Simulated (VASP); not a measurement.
Here is a VASP 6.6.1 calculation.

File INCAR:

```
SYSTEM = Ca2BPb
PREC     = Accurate       ! precision mode
ENCUT    = 520            ! plane-wave cutoff, eV
EDIFF    = 1E-6           ! SCF threshold, eV
ISMEAR   = 0              ! smearing method
SIGMA    = 0.1            ! smearing width, eV
LREAL    = .FALSE.        ! projectors in reciprocal space
LASPH    = .TRUE.         ! aspherical terms in the spheres
NELM     = 100            ! most SCF steps
ALGO     = Normal         ! electronic algorithm
ISIF     = 2              ! what is computed and relaxed
LWAVE    = .FALSE.        ! write WAVECAR
LCHARG   = .FALSE.        ! write CHGCAR
GGA      = PE             ! functional
NBANDS   = 26             ! bands
```

The input KPOINTS:

```
regular mesh
0
G
  10 10 12
  0 0 0
```

File POSCAR:

```
Ca2BPb
1.0
    5.0861016248      0.0000000000      0.0000000000
    0.0000000000      5.0861016248      0.0000000000
    0.0000000000      0.0000000000      3.8187553971
Ca B Pb
2 1 1
Direct
    0.5000000000      0.0000000000      0.5000000000
    0.0000000000      0.5000000000      0.5000000000
    0.0000000000      0.0000000000      0.0000000000
    0.5000000000      0.5000000000      0.0000000000
```

Potentials or basis: VASP PAW PBE potentials, release 64 (Ca_sv, B, Pb_d).

Launch:

```sh
$ cat potpaw_PBE.64/Ca_sv/POTCAR potpaw_PBE.64/B/POTCAR potpaw_PBE.64/Pb_d/POTCAR > POTCAR
$ mpirun -np 1 vasp_std > vasp.out
```

(1) Predict the pressure.

Results:

(1) 0.1 GPa.
